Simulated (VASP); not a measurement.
# Hg (P-1) in VASP: single point with PBE+D3(BJ)

Aim: the single point of Hg with PBE+D3(BJ).

Everything below comes from runs of VASP 6.6.1. Logs are shortened: lines on timing, memory, paths and dates and some standing lists are left out, and cuts for length are marked.

**1. The cell of the first run**

The typed cell holds 1 atom: a = 3.252 Å, b = 3.334 Å, c = 3.331 Å, α = 59.14°, β = 58.47°, γ = 58.92°.

**2. Single point, PBE+D3(BJ)**

File INCAR:

```
SYSTEM = Hg
PREC     = Accurate       ! precision mode
ENCUT    = 520            ! plane-wave cutoff, eV
EDIFF    = 1E-7           ! SCF threshold, eV
ISMEAR   = 0              ! smearing method
SIGMA    = 0.15           ! smearing width, eV
LREAL    = .False.        ! projectors in reciprocal space
LASPH    = .True.         ! aspherical terms in the spheres
NELM     = 100            ! most SCF steps
ALGO     = Fast           ! electronic algorithm
ISIF     = 2              ! what is computed and relaxed
LWAVE    = .False.        ! write WAVECAR
LCHARG   = .False.        ! write CHGCAR
GGA      = PE             ! functional
IVDW     = 12             ! dispersion correction
NBANDS   = 12             ! bands
```

File KPOINTS:

```
regular mesh
0
Gamma
  12 12 12
  0 0 0
```

File POSCAR:

```
Hg
1.0
    0.0745111231      2.3059476660      2.2913250931
    2.3684327891      0.0187479405      2.3470882758
    2.3585366220      2.3518146816      0.0286441076
Hg
1
Direct
    0.0000000000      0.0000000000      0.0000000000
```

Potentials or basis: VASP PAW PBE potentials, release 64 (Hg).

Command:

```console
$ cat potpaw_PBE.64/Hg/POTCAR > POTCAR
$ mpirun -np 1 vasp_std > vasp.out
```

OUTCAR:

```text
SYSTEM = Hg
   PREC = Accurate
   ENCUT = 520
   EDIFF = 1E-7
   ISMEAR = 0
   LREAL = .False.
   LASPH = .True.
   NELM = 100
   ISIF = 2
   GGA = PE
   IVDW = 12
 IVDW          = 12

 ion  position               nearest neighbor table
   1  0.000  0.000  0.000-

  LATTYP: Found a triclinic cell.
 ALAT       =     5.7146406446
 B/A-ratio  =     0.5834949199
 C/A-ratio  =     1.3688678884
 COS(alpha) =     0.0008840730
 COS(beta)  =     0.4586529667
 COS(gamma) =     0.8732311638

  Lattice vectors:

 A1 = (  -4.6623544551,   2.2684517850,  -2.4028514585)
 A2 = (  -2.3684327891,  -0.0187479405,  -2.3470882758)
 A3 = (  -4.5034360418,   4.5472803759,   4.4982428959)

Analysis of symmetry for initial positions (statically):
=====================================================================
 Subroutine PRICEL returns:
 Original cell was already a primitive cell.

 Routine SETGRP: Setting up the symmetry group for a
 triclinic supercell.

 Subroutine GETGRP returns: Found  2 space group operations
 (whereof  2 operations were pure point group operations)
 out of a pool of  2 trial point group operations.

The static configuration has the point symmetry S_2 .

Analysis of symmetry for dynamics (positions and initial velocities):
=====================================================================
 Subroutine PRICEL returns:
 Original cell was already a primitive cell.

 Routine SETGRP: Setting up the symmetry group for a
 triclinic supercell.

 Subroutine GETGRP returns: Found  2 space group operations
 (whereof  2 operations were pure point group operations)
 out of a pool of  2 trial point group operations.

The dynamic configuration has the point symmetry S_2 .

 Subroutine INISYM returns: Found  2 space group operations
 (whereof  2 operations are pure point group operations),
 and found     1 'primitive' translations

----------------------------------------------------------------------------------------

                                     Primitive cell

  volume of cell :      24.8590

  direct lattice vectors                    reciprocal lattice vectors
     0.074511123  2.305947666  2.291325093    -0.222027844  0.219955044  0.222290030
     2.368432789  0.018747941  2.347088276     0.214116833 -0.217307621  0.211731595
     2.358536622  2.351814682  0.028644108     0.215990802  0.211270579 -0.219642606

  length of vectors
     3.251633009  3.334463785  3.330847907     0.383522415  0.371347396  0.373537359

[... 87 lines left out ...]
   TEBEG  =    0.0;   TEEND  =   0.0 temperature during run
   PSTRESS=    0.0 pullay stress
   NELECT =      12.0000    total number of electrons
   NUPDOWN=      -1.0000    fix difference up-down
   EMIN   =  10.00;   EMAX   =-10.00  energy-range for DOS
   EFERMI =   0.00;   METHOD = LEGACY
   ISMEAR =     0;   SIGMA  =   0.15  broadening in eV -4-tet -1-fermi 0-gaus
   EFERMI_NEDOS =   21; number of points for ismear=-14 and -15
   IALGO  =     68    algorithm
   IMIX   =      4    mixing-type and parameters
     AMIX     =   0.40;   BMIX     =  1.00
     AMIX_MAG =   1.60;   BMIX_MAG =  1.00
  volume/ion in A,a.u.               =      24.86       167.76
  Fermi-wavevector in a.u.,A,eV,Ry     =   1.284225  2.426833 22.439173  1.649233
  Thomas-Fermi vector in A             =   2.416431
   LORBIT       =      0    0 simple, 1 ext, 2 COOP (PROOUT), +10 PAW based schemes
   GGA     = PE    functional components
   LHFCALC =     F    Hartree Fock is set to
   AEXX    =    0.0000 exact exchange contribution
   IVDW    =    12    specifies the selected vdW correction
   LEPSILON=     F    determine dielectric tensor
   LRPA    =     F    only Hartree local field effects (RPA)
 non-spin polarized calculation
 RMM-DIIS sequential band-by-band and
 Gauss-broadening in eV      SIGMA  =   0.15
  energy-cutoff  :      520.00
  volume of cell :       24.86
 maximum number of plane-waves:       682
   NGX = 13   NGY = 13   NGZ = 13

 number of electron      12.0000001 magnetization

 Free energy of the ion-electron system (eV)
  ---------------------------------------------------
  ext. energy  EPLUGINS =         0.00000000
  ---------------------------------------------------
  free energy    TOTEN  =        -0.12932720 eV

  energy without entropy =       -0.12643084  energy(sigma->0) =       -0.12787902

 E-fermi :   2.2445     XC(G=0): -10.5769

 val. band max:        2.2260739096   @ k =   0.5000   0.4167   0.4167
 cond. band min:       2.2549691885   @ k =  -0.2500   0.4167   0.2500
 fundamental gap:      0.0288952790
 Fermi energy:         2.2445076393

 k-point     1 :       0.0000    0.0000    0.0000
  band No.  band energies     occupation
      1      -6.2918      2.00000
      2      -4.5981      2.00000
      3      -4.5477      2.00000
      4      -4.4135      2.00000
      5      -3.9480      2.00000
      6      -3.9167      2.00000
      7      15.5280      0.00000
      8      16.1048      0.00000
      9      16.4845      0.00000
     10      17.6424      0.00000
     11      20.3893      0.00000
     12      21.2968      0.00000
[... 331 lines left out ...]
 k-point    24 :       0.3333    0.1667    0.0000
  band No.  band energies     occupation
      1      -4.9591      2.00000
      2      -4.5886      2.00000
      3      -4.3235      2.00000
      4      -4.1722      2.00000
      5      -3.6083      2.00000
      6      -2.9076      2.00000
      7       8.6221      0.00000
      8      11.9901      0.00000
      9      13.0096      0.00000
     10      14.6684      0.00000
     11      18.4130      0.00000
     12      22.0986      0.00000

 [... further k-points ...]

------------------------ aborting loop because EDIFF is reached ----------------------------------------

 Edisp (eV)   -0.42108

 E8    (eV) :    -0.1908

  FORCE on cell =-STRESS in cart. coord.  units (eV):
  Direction    XX          YY          ZZ          XY          YZ          ZX
  --------------------------------------------------------------------------------------
  -------------------------------------------------------------------------------------
  Total       0.03912     0.01874     0.03076    -0.03630     0.02411    -0.05868
  in kB       2.52107     1.20800     1.98244    -2.33928     1.55420    -3.78226
  external pressure =        1.90 kB  Pullay stress =        0.00 kB

 VOLUME and BASIS-vectors are now :
 -----------------------------------------------------------------------------
  energy-cutoff  :      520.00
  volume of cell :       24.86
      direct lattice vectors                 reciprocal lattice vectors
     0.074511123  2.305947666  2.291325093    -0.222027844  0.219955044  0.222290030
     2.368432789  0.018747941  2.347088276     0.214116833 -0.217307621  0.211731595
     2.358536622  2.351814682  0.028644108     0.215990802  0.211270579 -0.219642606

 POSITION                                       TOTAL-FORCE (eV/Angst)
 -----------------------------------------------------------------------------------
      0.00000      0.00000      0.00000         0.000000     -0.000000     -0.000000
 -----------------------------------------------------------------------------------
    total drift:                               -0.000000     -0.000000     -0.000000

  FREE ENERGIE OF THE ION-ELECTRON SYSTEM (eV)
  ---------------------------------------------------
  free  energy   TOTEN  =        -0.5504035624 eV

  energy  without entropy=       -0.5475072037  energy(sigma->0) =       -0.54895538
```

OSZICAR:

```text
N       E                     dE             d eps       ncg     rms          rms(c)
DAV:   1     0.726759124822E+02    0.72676E+02   -0.65792E+03 22232   0.956E+02
DAV:   2     0.108010792291E+01   -0.71596E+02   -0.66786E+02 22748   0.225E+02
DAV:   3    -0.154013721428E+00   -0.12341E+01   -0.12334E+01 24836   0.330E+01
DAV:   4    -0.155161643783E+00   -0.11479E-02   -0.11479E-02 23352   0.105E+00
DAV:   5    -0.155163241534E+00   -0.15978E-05   -0.15979E-05 25004   0.378E-02    0.309E+00
RMM:   6    -0.130689041647E+00    0.24474E-01   -0.41085E-02 21076   0.196E+00    0.234E+00
RMM:   7    -0.129222035211E+00    0.14670E-02   -0.63520E-03 22531   0.677E-01    0.102E+00
RMM:   8    -0.129298558489E+00   -0.76523E-04   -0.89274E-04 22436   0.415E-01    0.526E-02
RMM:   9    -0.129320026158E+00   -0.21468E-04   -0.67827E-05 23774   0.836E-02    0.321E-02
RMM:  10    -0.129327462592E+00   -0.74364E-05   -0.20750E-05 22962   0.602E-02    0.782E-03
RMM:  11    -0.129327145610E+00    0.31698E-06   -0.20698E-06 24138   0.142E-02    0.286E-03
RMM:  12    -0.129327198304E+00   -0.52694E-07   -0.15240E-07 17521   0.483E-03
   1 F= -.55040356E+00 E0= -.54895538E+00  d E =-.289636E-02
```

stdout:

```text
POSCAR found type information on POSCAR Hg
 POSCAR found :  1 types and       1 ions
 scaLAPACK will be used
 LDA part: xc-table for (Slater+PW92), standard interpolation
 POSCAR, INCAR and KPOINTS ok, starting setup
 FFT: planning ... GRIDC
 FFT: planning ... GRID_SOFT
 FFT: planning ... GRID
 WAVECAR not read
 entering main loop
```

It took 3.5 min on 1 thread of AMD EPYC 7R13 (Zen 3), shared host; peak memory 0.33 GiB.

Results:

* Free energy: -0.5504 eV
* Pressure: 0.2 GPa
* Band gap on the k mesh: zero (bands 6 and 7 overlap by 1.79 eV)
* Dispersion energy per atom: -0.421 eV

Caveat: spin-orbit coupling is left out, which moves the levels of the heavy elements.
